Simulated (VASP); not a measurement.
# VWC2 (R-3m) in VASP: further runs, part 2 of 2

VASP 6.6.1. The steps go on from the part before.

## (5) Single point, PBEsol, collinear spin, ferromagnetic start (volume scaled by 0.94)

INCAR reads:

```
PREC = Accurate
ENCUT = 520
EDIFF = 1E-7
ISMEAR = -1
SIGMA = 0.05
LREAL = F
LASPH = T
NELM = 150
ALGO = Normal
ISIF = 2
LWAVE = F
LCHARG = T
ISPIN = 2
MAGMOM = 0 2 0 0
LORBIT = 11
LMAXMIX = 4
GGA = PS
LELF = T
LVHAR = T
NBANDS = 30
```

KPOINTS reads:

```
Automatic mesh
0
Gamma
  10 10 10
```

POSCAR reads:

```
VWC2
1.0
    1.4860724039      0.8579843024      4.8331732337
   -1.4860724039      0.8579843024      4.8331732337
    0.0000000000     -1.7159686048      4.8331732337
W V C
1 1 2
Direct
    0.0000000000      0.0000000000      0.0000000000
    0.5000000000      0.5000000000      0.5000000000
    0.2464940000      0.2464940000      0.2464940000
    0.7535060000      0.7535060000      0.7535060000
```

Launch:

```console
$ cat potpaw_PBE.64/W_sv/POTCAR potpaw_PBE.64/V_sv/POTCAR potpaw_PBE.64/C/POTCAR > POTCAR
$ mpirun -np 1 vasp_std > vasp.out
```

Run time: 18 min. Hardware: 1 thread of Oxide Virtual Turin-like, shared host; peak memory 0.4 GiB.

Results (log left out):

| Item | Value |
| --- | --- |
| Free energy | -43.4319 eV |
| Pressure | 12.8 GPa |
| Largest force | 0.223 eV/Å |
| Net moment | 0.00 μB per cell |
| Valence electrons inside the program's atomic spheres | W 12.30; V 11.83; C 2.47 |

Forces on the atoms (eV/Å):
```
W    0.000  0.000  0.000
V    0.000  0.000  0.000
C    0.000  0.000 -0.223
C    0.000  0.000  0.223
```

Stress tensor (GPa, compression positive):
```
13.14  0.00  0.00
 0.00 13.14  0.00
 0.00  0.00 12.04
```

Levels at points of the mesh, in eV from the Fermi level:
Spin up:
| k point | band 14 | band 15 | band 16 | band 17 | band 18 | band 19 | band 20 | band 21 | band 22 | band 23 |
| --- | --- | --- | --- | --- | --- | --- | --- | --- | --- | --- |
| (0.00, 0.00, 0.00) | -2.02 | -2.02 | -1.93 | -0.49 | -0.49 | -0.11 | -0.11 | -0.06 | 1.20 | 1.20 |
| (0.50, 0.00, 0.00) | -4.96 | -4.78 | -3.95 | -0.89 | -0.62 | 1.00 | 1.69 | 2.36 | 3.35 | 3.99 |
| (0.50, 0.50, 0.00) | -5.40 | -4.83 | -1.87 | -1.82 | 0.78 | 1.01 | 1.10 | 1.83 | 2.56 | 3.29 |
| (0.50, 0.50, 0.50) | -4.97 | -3.93 | -3.93 | -0.62 | -0.62 | -0.40 | -0.40 | 0.65 | 1.34 | 4.26 |
Spin down:
```tsv
k point	band 15	band 16	band 17	band 18	band 19	band 20	band 21	band 22
(0.00, 0.00, 0.00)	-2.02	-1.93	-0.49	-0.49	-0.11	-0.11	-0.06	1.20
(0.50, 0.00, 0.00)	-4.78	-3.95	-0.89	-0.62	1.00	1.69	2.36	3.35
(0.50, 0.50, 0.00)	-4.83	-1.87	-1.82	0.78	1.01	1.10	1.83	2.56
(0.50, 0.50, 0.50)	-3.93	-3.93	-0.62	-0.62	-0.40	-0.40	0.65	1.34
```

Caveat: the PAW data sets were made with another functional, which shifts forces and pressure a little; spin-orbit coupling is left out, which moves the levels of the heavy elements.

## (6) Single point, PBEsol, collinear spin, ferromagnetic start (volume scaled by 0.96)

INCAR reads:

```
PREC = Accurate
ENCUT = 520
EDIFF = 1E-7
ISMEAR = -1
SIGMA = 0.05
LREAL = False
LASPH = True
NELM = 150
ALGO = Normal
ISIF = 2
LWAVE = False
LCHARG = False
ISPIN = 2
MAGMOM = 0 2 0 0
LORBIT = 11
LMAXMIX = 4
GGA = PS
NBANDS = 30
```

KPOINTS is that of step 5.

POSCAR reads:

```
VWC2
1.0
    1.4965380473      0.8640266445      4.8672107864
   -1.4965380473      0.8640266445      4.8672107864
    0.0000000000     -1.7280532889      4.8672107864
W V C
1 1 2
Direct
    0.0000000000      0.0000000000      0.0000000000
    0.5000000000      0.5000000000      0.5000000000
    0.2464940000      0.2464940000      0.2464940000
    0.7535060000      0.7535060000      0.7535060000
```

Potentials or basis: VASP PAW PBE potentials, release 64 (W_sv, V_sv, C).

Launch:

```console
$ cat potpaw_PBE.64/W_sv/POTCAR potpaw_PBE.64/V_sv/POTCAR potpaw_PBE.64/C/POTCAR > POTCAR
$ mpirun -np 1 vasp_std > vasp.out
```

Wall time 20 min (1 thread of Oxide Virtual Turin-like, shared host); peak memory 0.4 GiB.

The run converged. Its results:

```yaml
Free_energy: -43.4742 eV
Pressure: 4.4 GPa
Largest_force: 0.111 eV/Å
Net_moment: 0.00 μB per cell
Valence_electrons_inside_the_program's_atomic_spheres: W 12.24; V 11.78; C 2.45
```

Forces on the atoms (eV/Å):
```
W    0.000  0.000  0.000
V    0.000  0.000  0.000
C    0.000  0.000 -0.111
C    0.000  0.000  0.111
```

Stress tensor (GPa, compression positive):
```
4.70 0.00 0.00
0.00 4.70 0.00
0.00 0.00 3.84
```

Levels at points of the mesh, in eV from the Fermi level:
Spin up:
```csv
k point,band 14,band 15,band 16,band 17,band 18,band 19,band 20,band 21,band 22,band 23
"(0.00, 0.00, 0.00)",-1.96,-1.96,-1.87,-0.48,-0.48,-0.09,-0.09,-0.04,1.16,1.16
"(0.50, 0.00, 0.00)",-4.86,-4.70,-3.86,-0.87,-0.60,0.97,1.63,2.28,3.24,3.89
"(0.50, 0.50, 0.00)",-5.35,-4.70,-1.85,-1.80,0.75,0.98,1.06,1.77,2.48,3.18
"(0.50, 0.50, 0.50)",-4.87,-3.83,-3.83,-0.61,-0.61,-0.39,-0.39,0.64,1.30,4.17
```
Spin down:
| k point | band 14 | band 15 | band 16 | band 17 | band 18 | band 19 | band 20 | band 21 | band 22 | band 23 |
| --- | --- | --- | --- | --- | --- | --- | --- | --- | --- | --- |
| (0.00, 0.00, 0.00) | -1.96 | -1.96 | -1.87 | -0.48 | -0.48 | -0.09 | -0.09 | -0.04 | 1.16 | 1.16 |
| (0.50, 0.00, 0.00) | -4.86 | -4.70 | -3.86 | -0.87 | -0.60 | 0.97 | 1.63 | 2.28 | 3.24 | 3.89 |
| (0.50, 0.50, 0.00) | -5.35 | -4.70 | -1.85 | -1.80 | 0.75 | 0.98 | 1.06 | 1.77 | 2.48 | 3.18 |
| (0.50, 0.50, 0.50) | -4.87 | -3.83 | -3.83 | -0.61 | -0.61 | -0.39 | -0.39 | 0.64 | 1.30 | 4.17 |

Caveat: the PAW data sets were made with another functional, which shifts forces and pressure a little; spin-orbit coupling is left out, which moves the levels of the heavy elements.

## (7) Summary

| level | fixed moment (μB) | cell | k mesh | gap on the mesh (eV) | pressure (GPa) | moment (μB) | largest force (eV/Å) |
| --- | --- | --- | --- | --- | --- | --- | --- |
| PBE | 2.5 | a = 5.236 Å, angles 33.7°, 4 atoms | 9 × 9 × 9 | - | 8.5 | 2.50 | 0.53 |
| PBE | 3.0 | a = 5.236 Å, angles 33.7°, 4 atoms | 9 × 9 × 9 | - | 12.2 | 3.00 | 0.59 |
| PBEsol | - | a = 5.305 Å, angles 33.7°, 4 atoms | 10 × 10 × 10 | none | -21.4 | 0.00 | 0.26 |
| PBEsol | - | a = 5.129 Å, angles 33.7°, 4 atoms | 10 × 10 × 10 | none | 12.8 | 0.00 | 0.22 |
| PBEsol | - | a = 5.165 Å, angles 33.7°, 4 atoms | 10 × 10 × 10 | none | 4.4 | 0.00 | 0.11 |

Alike in all rows: task single point; potentials or basis VASP PAW PBE potentials, release 64 (W_sv, V_sv, C); spin collinear, ferromagnetic start; cutoff (eV) 520; smearing fermi-dirac 0.05 eV.

Caveats: spin-orbit coupling is left out, which moves the levels of the heavy elements; the PAW data sets were made with another functional, which shifts forces and pressure a little (some runs); the total moment is fixed, so each spin has its own Fermi level (some runs).

Absolute energies hang on the potentials; compare differences alone.
